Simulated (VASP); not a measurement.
# ZrB (Fm-3m) in VASP: notebook

ZrB is run at these levels: BLYP; tasks: single point.

All numbers are computed with VASP 6.6.1; they aren't measurements. Logs are shortened: lines on timing, memory, paths and dates and some standing lists are left out, and cuts for length are marked.

## 1. The cell of the first run

The structure is cubic, space group Fm-3m (No. 225). Conventional cell: a = 4.681 Å, b = 4.681 Å, c = 4.681 Å, α = 90.00°, β = 90.00°, γ = 90.00°. Zr (site symmetry m-3m) has 6 B at 2.34 Å within 3.1 Å. B (site symmetry m-3m) has 6 Zr at 2.34 Å within 3.1 Å.

## 2. Single point, BLYP, non-collinear spin, zero start, spin-orbit coupling

INCAR

```
SYSTEM = ZrB
PREC     = Accurate       ! precision mode
ENCUT    = 520            ! plane-wave cutoff, eV
EDIFF    = 1E-6           ! SCF threshold, eV
ISMEAR   = 1              ! smearing method
SIGMA    = 0.1            ! smearing width, eV
LREAL    = .False.        ! projectors in reciprocal space
LASPH    = .True.         ! aspherical terms in the spheres
NELM     = 150            ! most SCF steps
ALGO     = Normal         ! electronic algorithm
ISIF     = 2              ! what is computed and relaxed
LWAVE    = .False.        ! write WAVECAR
LCHARG   = .False.        ! write CHGCAR
LNONCOLLINEAR= .True.         ! non-collinear magnetism
MAGMOM   = 0 0 0 0 0 0    ! initial moments
LORBIT   = 11             ! projections on sites
LSORBIT  = .True.         ! spin-orbit coupling
GGA_COMPAT= .False.      
LORBMOM  = .True.       
LMAXMIX  = 4              ! l up to which the mixer works
GGA      = B5             ! functional
ALDAX    = 1.0          
AGGAX    = 1.0          
AGGAC    = 1.0          
ALDAC    = 0.0          
NBANDS   = 27             ! bands
```

KPOINTS

```
regular mesh
0
Gamma
  10 10 10
  0 0 0
```

POSCAR

```
ZrB
1.0
    0.0000000000      2.3403977997      2.3403977997
    2.3403977997      0.0000000000      2.3403977997
    2.3403977997      2.3403977997      0.0000000000
Zr B
1 1
Direct
    0.0000000000      0.0000000000      0.0000000000
    0.5000000000      0.5000000000      0.5000000000
```

Potentials or basis: VASP PAW PBE potentials, release 64 (Zr_sv, B).

Launch:

```console
> cat potpaw_PBE.64/Zr_sv/POTCAR potpaw_PBE.64/B/POTCAR > POTCAR
> mpirun -np 1 vasp_ncl > vasp.out
```

OUTCAR:

```text
SYSTEM = ZrB
   PREC = Accurate
   ENCUT = 520
   EDIFF = 1E-6
   ISMEAR = 1
   LREAL = .False.
   LASPH = .True.
   NELM = 150
   ISIF = 2
   LNONCOLLINEAR = .True.
   LORBIT = 11
   LSORBIT = .True.
   GGA = B5

 ion  position               nearest neighbor table
   1  0.000  0.000  0.000-   2 2.34   2 2.34   2 2.34   2 2.34   2 2.34   2 2.34
   2  0.500  0.500  0.500-   1 2.34   1 2.34   1 2.34   1 2.34   1 2.34   1 2.34

  LATTYP: Found a face centered cubic cell.
 ALAT       =     4.6807955994

  Lattice vectors:

 A1 = (   0.0000000000,   2.3403977997,   2.3403977997)
 A2 = (   2.3403977997,   0.0000000000,   2.3403977997)
 A3 = (   2.3403977997,   2.3403977997,   0.0000000000)

Analysis of symmetry for initial positions (statically):
=====================================================================
 Subroutine PRICEL returns:
 Original cell was already a primitive cell.

 Routine SETGRP: Setting up the symmetry group for a
 face centered cubic supercell.

 Subroutine GETGRP returns: Found 48 space group operations
 (whereof 48 operations were pure point group operations)
 out of a pool of 48 trial point group operations.

The static configuration has the point symmetry O_h .

Analysis of symmetry for dynamics (positions and initial velocities):
=====================================================================
 Subroutine PRICEL returns:
 Original cell was already a primitive cell.

 Routine SETGRP: Setting up the symmetry group for a
 face centered cubic supercell.

 Subroutine GETGRP returns: Found 48 space group operations
 (whereof 48 operations were pure point group operations)
 out of a pool of 48 trial point group operations.

The dynamic configuration has the point symmetry O_h .

Analysis of structural, dynamic, and magnetic symmetry:
=====================================================================
 Subroutine PRICEL returns:
 Original cell was already a primitive cell.

 Routine SETGRP: Setting up the symmetry group for a
 face centered cubic supercell.

 Subroutine GETGRP returns: Found 48 space group operations
 (whereof 48 operations were pure point group operations)
 out of a pool of 48 trial point group operations.

The overall configuration has the point symmetry O_h .

 Subroutine INISYM returns: Found 48 space group operations
 (whereof 48 operations are pure point group operations),
 and found     1 'primitive' translations

----------------------------------------------------------------------------------------

[... 897 lines left out ...]
    total drift:                               -0.000000      0.000000      0.000000

  FREE ENERGIE OF THE ION-ELECTRON SYSTEM (eV)
  ---------------------------------------------------
  free  energy   TOTEN  =       -13.7869364006 eV

  energy  without entropy=      -13.7857263517  energy(sigma->0) =      -13.78653305

 orbital moment (x)

 # of ion     p       d       tot
 ----------------------------------------
  1         0.000   0.000   0.000
  2         0.000   0.000   0.000
 ----------------------------------------
            0.000   0.000   0.000

 orbital moment (y)

 # of ion     p       d       tot
 ----------------------------------------
  1         0.000  -0.000  -0.000
  2         0.000   0.000   0.000
 ----------------------------------------
            0.000  -0.000  -0.000

 orbital moment (z)

 # of ion     p       d       tot
 ----------------------------------------
  1         0.000   0.000   0.000
  2         0.000   0.000   0.000
 ----------------------------------------
            0.000   0.000   0.000

 Spin-Orbit-Coupling matrix elements

 Ion:    1  E_soc:     -0.1434391
 l=   1
     0.0000000    -0.0232559    -0.0232559
    -0.0232559     0.0000000    -0.0232559
    -0.0232559    -0.0232559     0.0000000
 l=   2
     0.0000000    -0.0001480     0.0000000    -0.0001480    -0.0005026
    -0.0001480     0.0000000    -0.0003769    -0.0001480    -0.0001256
     0.0000000    -0.0003769     0.0000000    -0.0003769     0.0000000
    -0.0001480    -0.0001480    -0.0003769     0.0000000    -0.0001256
    -0.0005026    -0.0001256     0.0000000    -0.0001256     0.0000000
 l=   3
     0.0000000     0.0000000     0.0000000     0.0000000     0.0000000     0.0000000     0.0000000
     0.0000000     0.0000000     0.0000000     0.0000000     0.0000000     0.0000000     0.0000000
     0.0000000     0.0000000     0.0000000     0.0000000     0.0000000     0.0000000     0.0000000
     0.0000000     0.0000000     0.0000000     0.0000000     0.0000000     0.0000000     0.0000000
     0.0000000     0.0000000     0.0000000     0.0000000     0.0000000     0.0000000     0.0000000
     0.0000000     0.0000000     0.0000000     0.0000000     0.0000000     0.0000000     0.0000000
     0.0000000     0.0000000     0.0000000     0.0000000     0.0000000     0.0000000     0.0000000

 Ion:    2  E_soc:      0.0000163
 l=   1
     0.0000000     0.0000027     0.0000027
     0.0000027     0.0000000     0.0000027
     0.0000027     0.0000027     0.0000000
 l=   2
     0.0000000     0.0000000     0.0000000     0.0000000     0.0000000
     0.0000000     0.0000000     0.0000000     0.0000000     0.0000000
     0.0000000     0.0000000     0.0000000     0.0000000     0.0000000
     0.0000000     0.0000000     0.0000000     0.0000000     0.0000000
     0.0000000     0.0000000     0.0000000     0.0000000     0.0000000
 l=   3
     0.0000000     0.0000000     0.0000000     0.0000000     0.0000000     0.0000000     0.0000000
     0.0000000     0.0000000     0.0000000     0.0000000     0.0000000     0.0000000     0.0000000
     0.0000000     0.0000000     0.0000000     0.0000000     0.0000000     0.0000000     0.0000000
     0.0000000     0.0000000     0.0000000     0.0000000     0.0000000     0.0000000     0.0000000
     0.0000000     0.0000000     0.0000000     0.0000000     0.0000000     0.0000000     0.0000000
     0.0000000     0.0000000     0.0000000     0.0000000     0.0000000     0.0000000     0.0000000
     0.0000000     0.0000000     0.0000000     0.0000000     0.0000000     0.0000000     0.0000000

 total charge

# of ion       s       p       d       tot
------------------------------------------
    1        2.206   6.044   1.836  10.085
    2        0.813   1.128   0.000   1.942
--------------------------------------------------
tot          3.019   7.172   1.836  12.027

 magnetization (x)

# of ion       s       p       d       tot
------------------------------------------
    1        0.000   0.000   0.000   0.000
    2        0.000   0.000   0.000   0.000
--------------------------------------------------
tot          0.000   0.000   0.000   0.000

 magnetization (y)

# of ion       s       p       d       tot
------------------------------------------
    1        0.000   0.000   0.000   0.000
    2       -0.000   0.000   0.000  -0.000
--------------------------------------------------
tot          0.000   0.000   0.000   0.000

 magnetization (z)

# of ion       s       p       d       tot
------------------------------------------
    1       -0.000   0.000   0.000  -0.000
    2       -0.000   0.000   0.000  -0.000
--------------------------------------------------
tot         -0.000   0.000   0.000  -0.000
```

Wall time 2 min (1 thread of Intel Xeon Platinum 8259CL at 2.50GHz (Skylake/Cascade Lake), shared host); peak memory 0.26 GiB.

What came out:

```yaml
Free_energy: -13.7869 eV
Pressure: 36.5 GPa
Net_moment: 0.00 μB per cell
Valence_electrons_inside_the_program's_atomic_spheres: Zr 10.09; B 1.94
```

Moments on the atoms (μB; x, y, z):
```
Zr  0.00 0.00 0.00
B   0.00 0.00 0.00
```

Caveat: the cell stands under pressure; the PAW data sets were made with another functional, which shifts forces and pressure a little.

## 3. Single point, BLYP, non-collinear spin, zero start, spin-orbit coupling

This run uses another cell than the first one, of 13.07 Å³/atom.

INCAR

```
PREC = Accurate
ENCUT = 520
EDIFF = 1E-6
ISMEAR = 1
SIGMA = 0.1
LREAL = F
LASPH = T
NELM = 150
ALGO = Normal
ISIF = 2
LWAVE = F
LCHARG = T
MAGMOM = 0 0 0 0 0 0
LORBIT = 11
LSORBIT = T
GGA_COMPAT = F
LORBMOM = T
LMAXMIX = 4
GGA = B5
ALDAX = 1.0
AGGAX = 1.0
AGGAC = 1.0
ALDAC = 0.0
LVHAR = T
NBANDS = 27
```

KPOINTS

```
Automatic mesh
0
Gamma
  10 10 10
```

POSCAR

```
ZrB
1.0
    0.0000000000      2.3555956139      2.3555956139
    2.3555956139      0.0000000000      2.3555956139
    2.3555956139      2.3555956139      0.0000000000
Zr B
1 1
Direct
    0.0000000000      0.0000000000      0.0000000000
    0.5000000000      0.5000000000      0.5000000000
```

Potentials or basis: VASP PAW PBE potentials, release 64 (Zr_sv, B).

Launch:

```console
> cat potpaw_PBE.64/Zr_sv/POTCAR potpaw_PBE.64/B/POTCAR > POTCAR
> mpirun -np 1 vasp_ncl > vasp.out
```

OUTCAR:

```text
PREC = Accurate
   ENCUT = 520
   EDIFF = 1E-6
   ISMEAR = 1
   LREAL = F
   LASPH = T
   NELM = 150
   ISIF = 2
   LORBIT = 11
   LSORBIT = T
   GGA = B5

 ion  position               nearest neighbor table
   1  0.000  0.000  0.000-   2 2.36   2 2.36   2 2.36   2 2.36   2 2.36   2 2.36
   2  0.500  0.500  0.500-   1 2.36   1 2.36   1 2.36   1 2.36   1 2.36   1 2.36

  LATTYP: Found a face centered cubic cell.
 ALAT       =     4.7111912278

  Lattice vectors:

 A1 = (   0.0000000000,   2.3555956139,   2.3555956139)
 A2 = (   2.3555956139,   0.0000000000,   2.3555956139)
[... 1014 lines left out ...]
     0.0000000     0.0000000     0.0000000     0.0000000     0.0000000
 l=   3
     0.0000000     0.0000000     0.0000000     0.0000000     0.0000000     0.0000000     0.0000000
     0.0000000     0.0000000     0.0000000     0.0000000     0.0000000     0.0000000     0.0000000
     0.0000000     0.0000000     0.0000000     0.0000000     0.0000000     0.0000000     0.0000000
     0.0000000     0.0000000     0.0000000     0.0000000     0.0000000     0.0000000     0.0000000
     0.0000000     0.0000000     0.0000000     0.0000000     0.0000000     0.0000000     0.0000000
     0.0000000     0.0000000     0.0000000     0.0000000     0.0000000     0.0000000     0.0000000
     0.0000000     0.0000000     0.0000000     0.0000000     0.0000000     0.0000000     0.0000000

 total charge

# of ion       s       p       d       tot
------------------------------------------
    1        2.201   6.039   1.808  10.049
    2        0.808   1.116   0.000   1.924
--------------------------------------------------
tot          3.009   7.155   1.808  11.973

 magnetization (x)

# of ion       s       p       d       tot
------------------------------------------
    1       -0.000   0.000   0.000  -0.000
    2        0.000   0.000   0.000   0.000
--------------------------------------------------
tot         -0.000   0.000   0.000  -0.000

 magnetization (y)

# of ion       s       p       d       tot
------------------------------------------
    1        0.000  -0.000   0.000   0.000
    2        0.000   0.000   0.000   0.000
--------------------------------------------------
tot          0.000  -0.000   0.000   0.000

 magnetization (z)

# of ion       s       p       d       tot
------------------------------------------
    1        0.000  -0.000   0.000   0.000
    2       -0.000  -0.000   0.000  -0.000
--------------------------------------------------
tot         -0.000  -0.000   0.000  -0.000
```

stdout:

```text
POSCAR found type information on POSCAR ZrB
 POSCAR found :  2 types and       2 ions
 scaLAPACK will be used
 -----------------------------------------------------------------------------
|                                                                             |
|                                                                             |
|     You enforced a specific xc type in the INCAR file but a different       |
|     I HOPE YOU KNOW WHAT YOU ARE DOING!                                     |
|                                                                             |
 -----------------------------------------------------------------------------

 LDA part: xc-table for (Slater(with rela. corr.)+VWN5), standard interpolation
 POSCAR, INCAR and KPOINTS ok, starting setup
 FFT: planning ... GRIDC
 FFT: planning ... GRID_SOFT
 FFT: planning ... GRID
 WAVECAR not read
 entering main loop
```

It took 2.4 min on 1 thread of Intel Xeon Platinum 8259CL at 2.50GHz (Skylake/Cascade Lake), shared host; peak memory 0.26 GiB.

Results:

* Free energy: -13.8935 eV
* Pressure: 31.3 GPa
* Net moment: 0.00 μB per cell
* Valence electrons inside the program's atomic spheres: Zr 10.05; B 1.92

Moments on the atoms (μB; x, y, z):
```
Zr  0.00 0.00 0.00
B   0.00 0.00 0.00
```

Caveat: the cell stands under pressure; the PAW data sets were made with another functional, which shifts forces and pressure a little.
